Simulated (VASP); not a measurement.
Crystal: Br.

```
Br
1.0
     0.00000    3.24000    3.24000
     3.24000    0.00000    3.24000
     3.24000    3.24000    0.00000
Br
2
Cartesian
  6.4800 6.4800 6.4800
  1.6200 1.6200 1.6200
```

| Quantity | Value |
| --- | --- |
| Program | VASP 6.6.1 |
| Task | relaxation of cell and atoms |
| Functional | PBE |
| Potentials or basis | VASP PAW PBE potentials, release 64 (Br) |
| Cutoff | 500 eV |
| k mesh | 11 × 11 × 11 |
| Occupations | fermi-dirac, width 0.02 eV |
| Spin | no spin polarisation |

At the start: pressure 6.3 GPa; volume 34.01 Å³/atom.

Q: How do energy, volume and symmetry change on relaxing?

A: Over 4 steps the energy falls by 137.7 meV/atom and the volume is 42.77 Å³/atom (+25.7 %); space group Fd-3m (No. 227, to 0.1 Å) before and after.

The path:
| step | energy change (eV) | largest force (eV/Å) | pressure (GPa) | volume (Å³) |
| --- | --- | --- | --- | --- |
| 1 | 0.0000 | 0.0000 | 6.28 | 68.02 |
| 2 | -0.2679 | 0.0000 | 0.73 | 82.02 |
| 3 | -0.2749 | 0.0000 | -0.17 | 86.42 |
| 4 | -0.2754 | 0.0000 | -0.01 | 85.54 |

Final structure:
```
Br
1.0
     0.00000    3.49712    3.49712
     3.49712    0.00000    3.49712
     3.49712    3.49712    0.00000
Br
2
Direct
  0.00000 0.00000 0.00000
  0.25000 0.25000 0.25000
```

Caveat: the volume moved by over 15 % at a fixed basis, so the end points are rough.
